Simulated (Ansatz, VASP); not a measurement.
## One calculation of LiH, two programs

File POSCAR:

```
LiH
1.0
    0.0200299484      2.0230247895      2.0230247895
    2.0230247895      0.0200299484      2.0230247895
    2.0230247895      2.0230247895      0.0200299484
Li H
1 1
Direct
    0.0000000000      0.0000000000      0.0000000000
    0.5000000000      0.5000000000      0.5000000000
```

The input INCAR.step1:

```
SYSTEM = LiH
PREC = Accurate
ENCUT = 520
EDIFF = 1E-5
ISMEAR = 0
SIGMA = 0.01
LREAL = .FALSE.
LASPH = .TRUE.
NELM = 100
ALGO = Normal
ISIF = 2
LWAVE = .TRUE.
LCHARG = .FALSE.
NBANDS = 9
GGA = PE
```

Contents of INCAR.step2:

```
SYSTEM = LiH
PREC = Accurate
ENCUT = 520
EDIFF = 1E-6
ISMEAR = 0
SIGMA = 0.01
LREAL = .FALSE.
LASPH = .TRUE.
NELM = 100
ALGO = Normal
ISIF = 2
LWAVE = .FALSE.
LCHARG = .FALSE.
GGA = PE
LHFCALC = .TRUE.
HFSCREEN = 0.2079
PRECFOCK = Normal
NBANDS = 9
ISTART = 1
```

The input KPOINTS:

```
Automatic mesh
0
G
  8 8 8
  0 0 0
```

Input for Ansatz:

```yaml
crystal:
  lattice:
    - [0.0200299484, 2.0230247895, 2.0230247895]
    - [2.0230247895, 0.0200299484, 2.0230247895]
    - [2.0230247895, 2.0230247895, 0.0200299484]
  atoms:
    - { symbol: Li, position: [0.0, 0.0, 0.0] }
    - { symbol: H, position: [0.5, 0.5, 0.5] }
kpoints:
  mp_grid: { grid: [8, 8, 8] }
  band_path:
    path:
      - [0.0, 0.0, 0.0]
      - [0.5, 0.0, 0.5]
      - [0.625, 0.25, 0.625]
      - [0.375, 0.375, 0.75]
      - [0.5, 0.5, 0.5]
      - [0.5, 0.25, 0.75]
      - [0.0, 0.5, 0.5]
    npoints: 1
hamiltonian:
  xc: hse06
scf:
  occupations: { method: fixed }
  n_extra_bands: 4
output:
  forces: true
  stress: true
  eigenvalues: true
```

Change from the starting cell: shear_111 strain +1.5%.

Alike in both runs: task single point; functional HSE06; k mesh 8 × 8 × 8; no spin polarisation.

|  | VASP | Ansatz |
| --- | --- | --- |
| version | VASP 6.6.1 | Ansatz 0.2.0 |
| potentials or method | VASP PAW PBE potentials, release 64 (Li_sv, H) | plane waves, PAW |
| plane-wave cutoff (eV) | 520 | 420 |
| occupations | gaussian, width 0.01 eV | fixed |
| valence electrons in the cell | 4 | 4 |

|  | VASP | Ansatz | Ansatz less VASP |
| --- | --- | --- | --- |
| gap on the k mesh at the Fermi level (eV) | 3.98 | 3.98 | +0.002 |

Ansatz's warnings: stress exchange threshold loose, stress scf threshold loose.

Noted on VASP's run: the cutoff is under 1.25 times that of the potentials, so the pressure is a little rough.
